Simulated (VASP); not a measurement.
Wanted: the native input for a VASP 6.6.1 run.

```yaml
Task: single point
Functional: BLYP
Potentials_or_basis: VASP PAW PBE potentials, release 64 (Cd, Te)
Cutoff: 520 eV
k_mesh: 6 × 6 × 6
Occupations: gaussian, width 0.05 eV
Spin: no spin polarisation
Dipole_correction: no
Further_INCAR_settings: ALGO = Normal; EDIFF = 1e-06; NBANDS = 16
```

The structure of CdTe lies in POSCAR:

```
CdTe
1.0
    0.0000000000      3.4259714482      3.4259714482
    3.4259714482      0.0000000000      3.4259714482
    3.4259714482      3.4259714482      0.0000000000
Cd Te
1 1
Direct
    0.0000000000      0.0000000000      0.0000000000
    0.2500000000      0.2500000000      0.2500000000
```

This cell differs from its parent crystal: volume scaled by 1.04.

One way to write it, as run:

INCAR

```
SYSTEM = CdTe
PREC = Accurate ; ENCUT = 520
EDIFF = 1E-6 ; ISMEAR = 0
SIGMA = 0.05 ; LREAL = .FALSE.
LASPH = .TRUE. ; NELM = 80
ALGO = Normal ; ISIF = 2
LWAVE = .FALSE. ; LCHARG = .FALSE.
GGA = B5 ; ALDAX = 1.0
AGGAX = 1.0 ; AGGAC = 1.0
ALDAC = 0.0 ; NBANDS = 16
```

KPOINTS

```
regular mesh
0
G
  6 6 6
  0 0 0
```

Potentials or basis: VASP PAW PBE potentials, release 64 (Cd, Te).

Command:

```bash
$ cat potpaw_PBE.64/Cd/POTCAR potpaw_PBE.64/Te/POTCAR > POTCAR
$ mpirun -np 1 vasp_std > vasp.out
```

Results of the run:

The pressure is -0.9 GPa. The band gap on the k mesh is 0.20 eV, direct.

Caveat: the PAW data sets were made with another functional, which shifts forces and pressure a little; spin-orbit coupling is left out, which moves the levels of the heavy elements.

Wall time 54 s on 1 thread of Intel Xeon 8259CL (shared host), peak memory 0.21 GiB.
